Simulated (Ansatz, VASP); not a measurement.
# One calculation of Sn, two programs

```
CELL_PARAMETERS angstrom
-1.75441 1.75461 2.16749
1.75441 -1.75461 2.16749
1.75441 1.75461 -2.16749
ATOMIC_POSITIONS crystal
Sn 0.00000 0.00000 0.00000
```

Alike in both runs: functional PBE; dispersion D3(BJ); k mesh 16 × 16 × 16; occupations gaussian, width 0.1 eV; no spin polarisation.

Ansatz relaxed the structure, and its values are those at the end. VASP's run is a single point on that final structure, the one shown.

|  | VASP | Ansatz |
| --- | --- | --- |
| version | VASP 6.6.1 | Ansatz 0.2.0 |
| potentials or method | VASP PAW PBE potentials, release 64 (Sn_d), cutoff 520 eV | scalar-relativistic, plane waves, PAW |
| valence electrons in the cell | 14 | 14 |

|  | VASP | Ansatz | Ansatz less VASP |
| --- | --- | --- | --- |
| gap on the k mesh at the Fermi level (eV) | none | none | - |
| pressure (GPa) | 0.0 | 0.0 | 0.00 |

A gap of «none» marks a metal or a gap that the smearing closes.
